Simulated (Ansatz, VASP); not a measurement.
AgCl: VASP beside Ansatz

The input INCAR:

```
PREC     = Accurate       # precision mode
ENCUT    = 520            # plane-wave cutoff, eV
EDIFF    = 1E-6           # SCF threshold, eV
ISMEAR   = 0              # smearing method
SIGMA    = 0.05           # smearing width, eV
LREAL    = False          # projectors in reciprocal space
LASPH    = True           # aspherical terms in the spheres
NELM     = 80             # most SCF steps
ALGO     = Normal         # electronic algorithm
ISIF     = 2              # what is computed and relaxed
LWAVE    = False          # write WAVECAR
LCHARG   = False          # write CHGCAR
GGA      = PE             # functional
NBANDS   = 16             # bands
```

File KPOINTS:

```
regular mesh
0
Gamma
  8 8 8
```

POSCAR

```
AgCl
1.0
    0.0000000000      2.5512980000      2.8840760000
    2.5512980000      0.0000000000      2.8840760000
    2.5512980000      2.5512980000      0.0000000000
Ag Cl
1 1
Direct
    0.5000000000      0.5000000000      0.5000000000
    0.0000000000      0.0000000000      0.0000000000
```

Input for Ansatz:

```yaml
crystal:
  lattice:
    - [0.0, 2.551298, 2.884076]
    - [2.551298, 0.0, 2.884076]
    - [2.551298, 2.551298, 0.0]
  atoms:
    - { symbol: Ag, position: [0.5, 0.5, 0.5] }
    - { symbol: Cl, position: [0.0, 0.0, 0.0] }
basis:
  ecutwfc: 420
kpoints:
  mp_grid: { grid: [8, 8, 8] }
hamiltonian:
  xc: pbe
scf:
  occupations: { method: gaussian, width: 0.05 }
output:
  forces: true
  stress: true
  eigenvalues: true
```

Change from the starting cell: strain -0.080 along x and y, +0.040 along z, atoms carried along.

Alike in both runs: task single point; functional PBE; k mesh 8 × 8 × 8; occupations gaussian, width 0.05 eV; no spin polarisation.

```csv
,VASP,Ansatz
version,VASP 6.6.1,Ansatz 0.2.0
potentials or method,"VASP PAW PBE potentials, release 64 (Ag, Cl), cutoff 520 eV","scalar-relativistic, plane waves, PAW"
valence electrons in the cell,18,26
```

VASP gave:

```
gap on the k mesh at the Fermi level (eV)                     : 0.54
least direct gap on the mesh (eV)                             : 3.29
pressure (GPa)                                                : 12.4
traceless stress, the component that is largest in VASP (GPa) : -6.56
```

Task: What did Ansatz give for the same quantities?

Result: gap on the k mesh at the Fermi level (eV): 0.54; least direct gap on the mesh (eV): 3.28; pressure (GPa): 12.6; traceless stress, the component that is largest in VASP (GPa): -6.62.

The functional is the same, so the differences come from potentials, cutoffs and numerics. VASP's potentials hold 18 valence electrons a cell and Ansatz's 26, so a difference there can come from the potentials and not from the codes.
